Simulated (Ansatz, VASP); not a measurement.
Sb3O in VASP and in Ansatz

```xyz
8
Lattice="7.4639 0.0000 0.0000 -3.7319 6.4639 0.0000 0.0000 0.0000 3.7781" Properties=species:S:1:pos:R:3 pbc="T T T"
Sb    3.7319    3.9791    0.9445
Sb   -1.5801    5.2215    2.8336
Sb    2.1519    1.2424    0.9445
Sb    0.0000    2.4848    2.8336
Sb    5.3120    1.2424    0.9445
Sb    1.5801    5.2215    2.8336
O     0.0000    4.3093    0.9445
O     3.7319    2.1546    2.8336
```

Alike in both runs: functional PBE; k mesh 6 × 6 × 8; occupations gaussian, width 0.1 eV; no spin polarisation.

Ansatz relaxed the structure, and its values are those at the end. VASP's run is a single point on that final structure, the one shown.

|  | VASP | Ansatz |
| --- | --- | --- |
| version | VASP 6.6.1 | Ansatz 0.2.0 |
| potentials or method | VASP PAW PBE potentials, release 64 (Sb, O), cutoff 520 eV | scalar-relativistic, plane waves, PAW |
| valence electrons in the cell | 42 | 102 |

Ansatz gave:

```
gap on the k mesh at the Fermi level (eV) : none
pressure (GPa)                            : 0.0
rms of the force components (eV/Å)        : 0.000
```

Task: Which values does VASP return?

Result: gap on the k mesh at the Fermi level (eV): none; pressure (GPa): -0.3; rms of the force components (eV/Å): 0.015.

A gap of «none» marks a metal or a gap that the smearing closes. VASP's potentials hold 42 valence electrons a cell and Ansatz's 102, so a difference there can come from the potentials and not from the codes.

Neither program's run includes spin-orbit coupling.
